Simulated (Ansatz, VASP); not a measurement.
This is a calculation of CoO for Ansatz 0.2.0.

input.yaml

```yaml
crystal:
  lattice:
    - [1.5054695445, 0.8691832468, 2.4399269062]
    - [-1.5054695445, 0.8691832468, 2.4399269062]
    - [0.0, -1.7383664936, 2.4399269062]
  atoms:
    - { symbol: Co, position: [0.0, 0.0, 0.0] }
    - { symbol: O, position: [0.5, 0.5, 0.5] }
hamiltonian:
  xc: pbe
  pseudopotentials: { kind: paw }
kpoints:
  mp_grid: { grid: [11, 11, 11] }
scf:
  occupations: { method: fermi_dirac, width: 0.05 }
output:
  forces: true
  stress: true
  eigenvalues: true
```

Potentials or basis: Ansatz PAW.

Run with:

```sh
$ ansatz run input.yaml --threads 2 --pin off --max-ram 5632MiB --backend cpu --events-out ev --progress --plain --runs-dir out
```

Task: Set up the same calculation for VASP 6.6.1. Potentials there: VASP PAW PBE potentials, release 64 (Co, O).

Result: As run (the cutoff follows the program's own potentials):

File INCAR:

```
SYSTEM = CoO
ALGO = Normal
EDIFF = 1E-7
ENCUT = 520
GGA = PE
ISIF = 2
ISMEAR = -1
LASPH = .TRUE.
LCHARG = .FALSE.
LREAL = .FALSE.
LWAVE = .FALSE.
NBANDS = 14
NELM = 60
PREC = Accurate
SIGMA = 0.05
```

File KPOINTS:

```
k-points
0
G
  11 11 11
  0 0 0
```

The input POSCAR:

```
CoO
1.0
    1.5054695445      0.8691832468      2.4399269062
   -1.5054695445      0.8691832468      2.4399269062
    0.0000000000     -1.7383664936      2.4399269062
Co O
1 1
Direct
    0.0000000000      0.0000000000      0.0000000000
    0.5000000000      0.5000000000      0.5000000000
```

Potentials or basis: VASP PAW PBE potentials, release 64 (Co, O).

Launch:

```console
$ cat potpaw_PBE.64/Co/POTCAR potpaw_PBE.64/O/POTCAR > POTCAR
$ mpirun -np 1 vasp_std > vasp.out
```

Both were run:

|  | VASP | Ansatz | Ansatz less VASP |
| --- | --- | --- | --- |
| gap on the k mesh at the Fermi level (eV) | none | none | - |
| pressure (GPa) | -18.2 | -18.1 | +0.11 |
| traceless stress, the component that is largest in VASP (GPa) | 0.41 | 0.40 | -0.011 |

A gap of «none» marks a metal or a gap that the smearing closes. The functional is the same, so the differences come from potentials, cutoffs and numerics. VASP's potentials hold 15 valence electrons a cell and Ansatz's 23, so a difference there can come from the potentials and not from the codes.
